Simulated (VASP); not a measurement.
Here is a VASP 6.6.1 calculation.

The input INCAR:

```
  PREC = Accurate
  ENCUT = 520
  EDIFF = 1E-6
  ISMEAR = -1
  SIGMA = 0.05
  LREAL = F
  LASPH = T
  NELM = 80
  ALGO = Normal
  ISIF = 2
  LWAVE = F
  LCHARG = T
  LELF = T
  LVHAR = T
  NBANDS = 11
```

The input KPOINTS:

```
regular mesh
0
Gamma
  8 8 8
```

File POSCAR:

```
BeTe
1.0
    0.0000000000      2.7514088358      2.7514088358
    2.7514088358      0.0000000000      2.7514088358
    2.7514088358      2.7514088358      0.0000000000
Te Be
1 1
Direct
    0.7500000000      0.7500000000      0.7500000000
    0.0000000000      0.0000000000      0.0000000000
```

Potentials or basis: VASP PAW LDA potentials, release 64 (Te, Be).

Command:

```sh
$ cat potpaw_LDA.64/Te/POTCAR potpaw_LDA.64/Be/POTCAR > POTCAR
$ mpirun -np 1 vasp_std > vasp.out
```

What does it give for the pressure?

2.2 GPa.

What does it give for the band gap on the k mesh?

1.70 eV, indirect (least direct gap 3.52 eV).

Caveat: spin-orbit coupling is left out, which moves the levels of the heavy elements. A k mesh can miss the band edges.
